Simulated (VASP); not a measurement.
A run of VASP 6.6.1 is set up as follows.

INCAR

```
PREC     = Accurate       # precision mode
ENCUT    = 520            # plane-wave cutoff, eV
EDIFF    = 1E-7           # SCF threshold, eV
ISMEAR   = -1             # smearing method
SIGMA    = 0.15           # smearing width, eV
LREAL    = False          # projectors in reciprocal space
LASPH    = True           # aspherical terms in the spheres
NELM     = 100            # most SCF steps
ALGO     = Normal         # electronic algorithm
ISIF     = 2              # what is computed and relaxed
LWAVE    = False          # write WAVECAR
LCHARG   = True           # write CHGCAR
GGA      = CA             # functional
LELF     = True           # ELF
LVHAR    = True         
NBANDS   = 14             # bands
```

Contents of KPOINTS:

```
regular mesh
0
Gamma
  18 18 18
```

File POSCAR:

```
VH2
1.0
    0.0000000000      2.0687031130      2.0687031130
    2.0687031130      0.0000000000      2.0687031130
    2.0687031130      2.0687031130      0.0000000000
V H
1 2
Direct
    0.0000000000      0.0000000000      0.0000000000
    0.2500000000      0.2500000000      0.2500000000
    0.7500000000      0.7500000000      0.7500000000
```

Potentials or basis: VASP PAW LDA potentials, release 64 (V_sv, H).

Run with:

```bash
$ cat potpaw_LDA.64/V_sv/POTCAR potpaw_LDA.64/H/POTCAR > POTCAR
$ mpirun -np 1 vasp_std > vasp.out
```

Problem. What does it give for the pressure?

Solution. 0.4 GPa.
